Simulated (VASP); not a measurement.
# GeMo (P6/mmm) in VASP: a series of runs, part 2 of 2

VASP 6.6.1. The steps go on from the part before.

## Step 4: Relaxation of cell and atoms, PBE

This run uses another cell than the first one, of 19.57 Å³/atom.

The input, INCAR:

```
  PREC = Accurate
  ENCUT = 600
  EDIFF = 1E-6
  ISMEAR = 0
  SIGMA = 0.1
  LREAL = False
  LASPH = True
  NELM = 100
  ALGO = Normal
  ISIF = 3
  LWAVE = False
  LCHARG = False
  GGA = PE
  IBRION = 2
  NSW = 90
  EDIFFG = -0.04
```

The input, KPOINTS:

```
regular mesh
0
Gamma
  6 6 4
```

The input, POSCAR:

```
GeMo
1.0
    3.2152112000      0.0000000000      0.0000000000
   -1.6076056000      2.7844545800      0.0000000000
    0.0000000000      0.0000000000      4.3729103100
Ge Mo
1 1
Direct
    0.0000000000      0.0000000000      0.0000000000
    0.0000000000      0.0000000000      0.5000000000
```

Started as:

```sh
$ cat potpaw_PBE.64/Ge_d/POTCAR potpaw_PBE.64/Mo_sv/POTCAR > POTCAR
$ mpirun -np 1 vasp_std > vasp.out
```

Run time: 3.2 min. Hardware: 1 thread of Intel Xeon Platinum 8375C at 2.90GHz (Ice Lake), shared host; peak memory 0.19 GiB.

It converged, with:

| Quantity | Value |
| --- | --- |
| Free energy | -13.9774 eV |
| Relaxed volume | 17.78 Å³/atom |
| Relaxed cell | a = 2.836 Å, b = 2.836 Å, c = 5.104 Å, α = 90.00°, β = 90.00°, γ = 120.00° |
| Space group after relaxing (to 0.1 Å) | P6/mmm (No. 191) |
| Energy gained by relaxing | 1111.5 meV/atom |
| Ionic steps | 13 |
| Pressure after relaxing | -0.2 GPa |
| Band gap on the k mesh | zero (bands 14 and 15 overlap by 2.18 eV) |

Stress tensor (GPa, compression positive):
```
-0.28  0.00  0.00
 0.00 -0.28  0.00
 0.00  0.00 -0.06
```

Step by step:
```csv
step,energy change (eV),largest force (eV/Å),pressure (GPa),volume (Å³)
1,0.0000,0.0000,20.55,39.15
2,-0.8980,0.0000,-17.48,49.31
3,-1.0188,0.0000,-18.78,48.36
4,-1.1017,0.0000,-19.51,47.57
5,-1.6497,0.0000,-17.84,43.94
6,-1.5516,0.0000,-7.30,41.69
7,-1.7079,0.0000,-15.37,43.18
8,-1.7086,0.0000,-14.21,42.89
9,-2.1996,0.0000,4.33,34.28
10,-2.2229,0.0000,-0.01,35.46
11,-2.2229,0.0000,-0.58,35.61
12,-2.2228,0.0000,-0.12,35.50
13,-2.2231,0.0000,-0.20,35.56
```

Final structure:
```
Ge Mo
1.0
     2.83627    0.00000    0.00000
    -1.41813    2.45628    0.00000
     0.00000    0.00000    5.10441
Ge Mo
1 1
Direct
  0.00000 0.00000 0.00000
  0.00000 0.00000 0.50000
```

Levels at points of the mesh, in eV from the Fermi level:
| k point | band 11 | band 12 | band 13 | band 14 | band 15 | band 16 | band 17 | band 18 |
| --- | --- | --- | --- | --- | --- | --- | --- | --- |
| (0.00, 0.00, 0.00) | -4.43 | -3.62 | -0.46 | -0.46 | 1.13 | 1.91 | 1.91 | 9.43 |
| (0.50, 0.00, 0.00) | -4.82 | -3.64 | -2.90 | 0.98 | 1.00 | 2.44 | 3.90 | 4.21 |
| (0.00, 0.00, 0.50) | -6.37 | -3.79 | -0.45 | -0.45 | 1.76 | 1.76 | 5.18 | 8.86 |
| (0.50, 0.00, 0.50) | -5.65 | -3.83 | -2.57 | -0.41 | 0.63 | 1.61 | 3.90 | 6.55 |

Caveat: the k points lie up to 0.43 Å⁻¹ apart in the final cell, too coarse for converged energies and pressures of a metal; a cell axis changed by over 15 % at a fixed basis, so the end point is rough.

## Step 5: Single point, PBE, collinear spin

The input, INCAR:

```
PREC = Accurate ; ENCUT = 520
EDIFF = 1E-7 ; ISMEAR = 0
SIGMA = 0.1 ; LREAL = F
LASPH = T ; NELM = 150
ALGO = Normal ; ISIF = 2
LWAVE = F ; LCHARG = F
ISPIN = 2 ; MAGMOM = 0 1
LORBIT = 11 ; LMAXMIX = 4
GGA = PE ; NBANDS = 25
```

The input, KPOINTS:

```
Automatic mesh
0
Gamma
  6 6 4
```

The input, POSCAR:

```
GeMo
1.0
    2.8308174516      0.0000000000      0.0000000000
   -1.4154087258      2.4515598266      0.0000000000
    0.0000000000      0.0000000000      5.1028050447
Ge Mo
1 1
Direct
    0.0000000000      0.0000000000      0.0000000000
    0.0000000000      0.0000000000      0.5000000000
```

Started as:

```sh
$ cat potpaw_PBE.64/Ge_d/POTCAR potpaw_PBE.64/Mo_sv/POTCAR > POTCAR
$ mpirun -np 1 vasp_std > vasp.out
```

It took 44 s on 1 thread of Intel Xeon Platinum 8375C at 2.90GHz (Ice Lake), shared host; peak memory 0.19 GiB.

The run converged. Its results:

```yaml
Free_energy: -13.9769 eV
Pressure: 0.3 GPa
Band_gap_on_the_k_mesh: zero (filled and empty bands overlap)
Net_moment: 0.00 μB per cell
Valence_electrons_inside_the_program's_atomic_spheres: Ge 12.35; Mo 12.41
```

Levels at points of the mesh, in eV from the Fermi level:
Spin up:
```csv
k point,band 12,band 13,band 14,band 15,band 16,band 17
"(0.00, 0.00, 0.00)",-3.64,-0.47,-0.47,1.12,1.93,1.93
"(0.50, 0.00, 0.00)",-3.67,-2.92,0.98,1.00,2.44,3.92
"(0.00, 0.00, 0.50)",-3.81,-0.46,-0.46,1.78,1.78,5.17
"(0.50, 0.00, 0.50)",-3.86,-2.57,-0.44,0.64,1.62,3.92
```
Spin down:
```
           k point  band 12  band 13  band 14  band 15  band 16  band 17
(0.00, 0.00, 0.00)    -3.64    -0.47    -0.47     1.12     1.93     1.93
(0.50, 0.00, 0.00)    -3.67    -2.92     0.98     1.00     2.44     3.92
(0.00, 0.00, 0.50)    -3.81    -0.46    -0.46     1.78     1.78     5.17
(0.50, 0.00, 0.50)    -3.86    -2.57    -0.44     0.64     1.62     3.92
```

Caveat: the k points lie up to 0.43 Å⁻¹ apart, too coarse for converged energies and pressures of a metal.

## Step 6: Single point, PBE

This run uses another cell than the first one, of 17.55 Å³/atom.

The input, INCAR:

```
ALGO = Normal
EDIFF = 1E-6
ENCUT = 520
GGA = PE
ISIF = 2
ISMEAR = 0
LASPH = T
LCHARG = T
LELF = T
LREAL = F
LVHAR = T
LWAVE = F
NBANDS = 21
NELM = 80
PREC = Accurate
SIGMA = 0.1
```

The input, KPOINTS:

```
k-points
0
Gamma
  24 24 12
```

The input, POSCAR:

```
GeMo
1.0
    2.7917893227      0.0000000000      0.0000000000
   -1.3958946613      2.4177604755      0.0000000000
    0.0000000000      0.0000000000      5.1998958597
Ge Mo
1 1
Direct
    0.0000000000      0.0000000000      0.0000000000
    0.0000000000      0.0000000000      0.5000000000
```

Potentials or basis: VASP PAW PBE potentials, release 64 (Ge_d, Mo_sv).

Started as:

```sh
$ cat potpaw_PBE.64/Ge_d/POTCAR potpaw_PBE.64/Mo_sv/POTCAR > POTCAR
$ mpirun -np 1 vasp_std > vasp.out
```

Run time: 4.2 min. Hardware: 1 thread of Intel Xeon Platinum 8375C at 2.90GHz (Ice Lake), shared host; peak memory 0.41 GiB.

The run converged. Its results:

```yaml
Free_energy: -13.9831 eV
Pressure: 0.2 GPa
Band_gap_on_the_k_mesh: zero (bands 14 and 15 overlap by 2.17 eV)
```

Levels at points of the mesh, in eV from the Fermi level:
| k point | band 10 | band 11 | band 12 | band 13 | band 14 | band 15 | band 16 | band 17 | band 18 | band 19 |
| --- | --- | --- | --- | --- | --- | --- | --- | --- | --- | --- |
| (0.00, 0.00, 0.00) | -12.63 | -4.60 | -3.99 | -0.49 | -0.49 | 0.64 | 2.04 | 2.04 | 9.94 | 9.94 |
| (0.50, 0.00, 0.00) | -7.33 | -5.05 | -3.85 | -3.10 | 0.83 | 1.06 | 2.23 | 4.17 | 4.20 | 5.36 |
| (0.00, 0.00, 0.50) | -12.19 | -6.56 | -3.97 | -0.49 | -0.49 | 1.93 | 1.93 | 4.56 | 8.09 | 10.63 |
| (0.50, 0.00, 0.50) | -6.56 | -5.81 | -4.02 | -2.54 | -0.84 | 0.76 | 1.65 | 4.17 | 6.35 | 6.53 |

## Step 7: Relaxation of cell and atoms, PBE

The input, INCAR:

```
SYSTEM = GeMo
PREC = Accurate ; ENCUT = 600
EDIFF = 1E-7 ; ISMEAR = 0
SIGMA = 0.1 ; LREAL = .False.
LASPH = .True. ; NELM = 60
ALGO = Normal ; ISIF = 3
LWAVE = .False. ; LCHARG = .False.
GGA = PE ; IBRION = 2
NSW = 100 ; EDIFFG = -0.01
```

The input, KPOINTS:

```
Automatic mesh
0
Gamma
  24 24 12
  0 0 0
```

The input, POSCAR:

```
GeMo
1.0
    2.8308174516      0.0000000000      0.0000000000
   -1.4154087258      2.4515598266      0.0000000000
    0.0000000000      0.0000000000      5.1028050447
Ge Mo
1 1
Direct
    0.0000000000      0.0000000000      0.0000000000
    0.0000000000      0.0000000000      0.5000000000
```

Started as:

```sh
$ cat potpaw_PBE.64/Ge_d/POTCAR potpaw_PBE.64/Mo_sv/POTCAR > POTCAR
$ mpirun -np 1 vasp_std > vasp.out
```

Wall time 14 min (1 thread of Intel Xeon Platinum 8375C at 2.90GHz (Ice Lake), shared host); peak memory 0.47 GiB.

It converged, with:

```yaml
Free_energy: -13.9834 eV
Relaxed_volume: 17.57 Å³/atom
Relaxed_cell: a = 2.793 Å, b = 2.793 Å, c = 5.203 Å, α = 90.00°, β = 90.00°, γ = 120.00°
Space_group_after_relaxing_to_0.1_Å: P6/mmm (No. 191)
Energy_gained_by_relaxing: 7.4 meV/atom
Ionic_steps: 5
Pressure_after_relaxing: 0.0 GPa
Band_gap_on_the_k_mesh: zero (bands 14 and 15 overlap by 2.16 eV)
```

Step by step:
```tsv
step	energy change (eV)	largest force (eV/Å)	pressure (GPa)	volume (Å³)
1	0.0000	0.0000	-0.32	35.41
2	-0.0148	0.0000	-0.29	35.22
3	-0.0148	0.0000	-0.29	35.22
4	-0.0147	0.0000	0.37	35.06
5	-0.0148	0.0000	-0.03	35.14
```

Final structure:
```
CELL_PARAMETERS angstrom
2.79264 0.00000 0.00000
-1.39632 2.41849 0.00000
0.00000 0.00000 5.20322
ATOMIC_POSITIONS crystal
Ge 0.00000 0.00000 0.00000
Mo 0.00000 0.00000 0.50000
```

Levels at points of the mesh, in eV from the Fermi level:
| k point | band 10 | band 11 | band 12 | band 13 | band 14 | band 15 | band 16 | band 17 | band 18 |
| --- | --- | --- | --- | --- | --- | --- | --- | --- | --- |
| (0.00, 0.00, 0.00) | -12.62 | -4.60 | -3.99 | -0.49 | -0.49 | 0.64 | 2.04 | 2.04 | 9.93 |
| (0.50, 0.00, 0.00) | -7.33 | -5.04 | -3.84 | -3.09 | 0.83 | 1.06 | 2.23 | 4.16 | 4.19 |
| (0.00, 0.00, 0.50) | -12.18 | -6.56 | -3.97 | -0.49 | -0.49 | 1.92 | 1.92 | 4.55 | 8.07 |
| (0.50, 0.00, 0.50) | -6.56 | -5.80 | -4.02 | -2.54 | -0.84 | 0.76 | 1.65 | 4.16 | 6.34 |

## Step 8: Overview

| task | spin | cell | k mesh | cutoff (eV) | gap on the mesh (eV) | pressure (GPa) | relaxed volume (Å³/atom) |
| --- | --- | --- | --- | --- | --- | --- | --- |
| single point | off | a = 2.831, b = 2.831, c = 5.103 Å, angles 90.0, 90.0, 120.0°, 2 atoms | 6 × 6 × 4 | 520 | none | 0.3 | - |
| single point | off | a = 3.215, b = 3.215, c = 4.373 Å, angles 90.0, 90.0, 120.0°, 2 atoms | 6 × 6 × 4 | 520 | none | 20.4 | - |
| relaxation of cell and atoms | off | relaxed from a = 3.215, b = 3.215, c = 4.373 Å, angles 90.0, 90.0, 120.0°, 2 atoms | 6 × 6 × 4 | 600 | none | -0.2 | 17.78 |
| single point | collinear | a = 2.831, b = 2.831, c = 5.103 Å, angles 90.0, 90.0, 120.0°, 2 atoms | 6 × 6 × 4 | 520 | none | 0.3 | - |
| single point | off | a = 2.792, b = 2.792, c = 5.200 Å, angles 90.0, 90.0, 120.0°, 2 atoms | 24 × 24 × 12 | 520 | none | 0.2 | - |
| relaxation of cell and atoms | off | relaxed from a = 2.831, b = 2.831, c = 5.103 Å, angles 90.0, 90.0, 120.0°, 2 atoms | 24 × 24 × 12 | 600 | none | 0.0 | 17.57 |

Alike in all rows: level PBE; potentials or basis VASP PAW PBE potentials, release 64 (Ge_d, Mo_sv); smearing gaussian 0.1 eV.

Caveats: some runs use coarse meshes; a cell axis changed by over 15 % at a fixed basis, so the end point is rough (at least some runs).

Total energies depend on the potentials used, so only differences within one code and one set of settings carry meaning.
